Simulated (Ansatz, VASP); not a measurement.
CdS in VASP and in Ansatz

```xyz
2
Lattice="0.0000 2.9392 2.9727 2.9392 0.0000 2.9727 2.9392 2.9392 0.0000" Properties=species:S:1:pos:R:3 pbc="T T T"
Cd    0.0000    0.0000    0.0000
S     1.4696    1.4696    1.4864
```

Change from the starting cell: uniaxial_z strain +1.1%.

Alike in both runs: task single point; functional PBE; k mesh 8 × 8 × 8; occupations fermi-dirac, width 0.02 eV; no spin polarisation.

|  | VASP | Ansatz |
| --- | --- | --- |
| version | VASP 6.6.1 | Ansatz 0.2.0 |
| potentials or method | VASP PAW PBE potentials, release 64 (Cd, S) | plane waves, PAW |
| plane-wave cutoff (eV) | 520 | 420 |
| valence electrons in the cell | 18 | 26 |

VASP gave:

```
gap on the k mesh at the Fermi level (eV)                     : 1.06
pressure (GPa)                                                : 1.0
traceless stress, the component that is largest in VASP (GPa) : -0.14
```

Q: What did Ansatz give for the same quantities?

A: gap on the k mesh at the Fermi level (eV): 1.06; pressure (GPa): 0.7; traceless stress, the component that is largest in VASP (GPa): -0.15.

VASP's potentials hold 18 valence electrons a cell and Ansatz's 26, so a difference there can come from the potentials and not from the codes.
